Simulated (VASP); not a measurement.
Set up this calculation in VASP 6.6.1, as the native input.

```
Task                   : relaxation of cell and atoms
Functional             : PBEsol
Potentials or basis    : VASP PAW PBE potentials, release 64 (Al, Ga_d, N)
Cutoff                 : 600 eV
k mesh                 : 6 × 6 × 6
Occupations            : gaussian, width 0.02 eV
Spin                   : no spin polarisation
Dipole correction      : no
Further INCAR settings : ALGO = Normal; EDIFF = 1e-07; IBRION = 2; EDIFFG = -0.005; NSW = 100; ISIF = 3
```

The structure of Al3GaN4 lies in POSCAR:

```
Al3GaN4
1.0
    4.4014385300      0.0000000000      0.0000000000
    0.0000000000      4.4014385300      0.0000000000
    0.0000000000      0.0000000000      4.4014385300
Al Ga N
3 1 4
Direct
    0.5000000000      0.5000000000      0.0000000000
    0.5000000000      0.0000000000      0.5000000000
    0.0000000000      0.5000000000      0.5000000000
    0.0000000000      0.0000000000      0.0000000000
    0.7441634300      0.7441634300      0.2558365700
    0.7441634300      0.2558365700      0.7441634300
    0.2558365700      0.7441634300      0.7441634300
    0.2558365700      0.2558365700      0.2558365700
```

One way to write it, as run:

INCAR

```
SYSTEM = Al3GaN4
PREC = Accurate ; ENCUT = 600
EDIFF = 1E-7 ; ISMEAR = 0
SIGMA = 0.02 ; LREAL = .FALSE.
LASPH = .TRUE. ; NELM = 60
ALGO = Normal ; ISIF = 3
LWAVE = .FALSE. ; LCHARG = .FALSE.
GGA = PS ; IBRION = 2
NSW = 100 ; EDIFFG = -0.005
```

KPOINTS

```
Automatic mesh
0
G
  6 6 6
  0 0 0
```

Potentials or basis: VASP PAW PBE potentials, release 64 (Al, Ga_d, N).

The run is started by

```bash
$ cat potpaw_PBE.64/Al/POTCAR potpaw_PBE.64/Ga_d/POTCAR potpaw_PBE.64/N/POTCAR > POTCAR
$ mpirun -np 1 vasp_std > vasp.out
```

Results of the run:

```
Relaxed volume                        : 10.69 Å³/atom
Relaxed cell                          : a = 4.406 Å, b = 4.406 Å, c = 4.406 Å, α = 90.00°, β = 90.00°, γ = 90.00°
Space group after relaxing (to 0.1 Å) : P-43m (No. 215)
Energy gained by relaxing             : 0.2 meV/atom
Ionic steps                           : 5
Pressure after relaxing               : 0.0 GPa
Band gap on the k mesh                : 3.32 eV
```

Caveat: the PAW data sets were made with another functional, which shifts forces and pressure a little.

Run time: 4.7 min on 1 thread of Intel Xeon 8259CL, with other jobs on the host, peak memory 0.24 GiB.
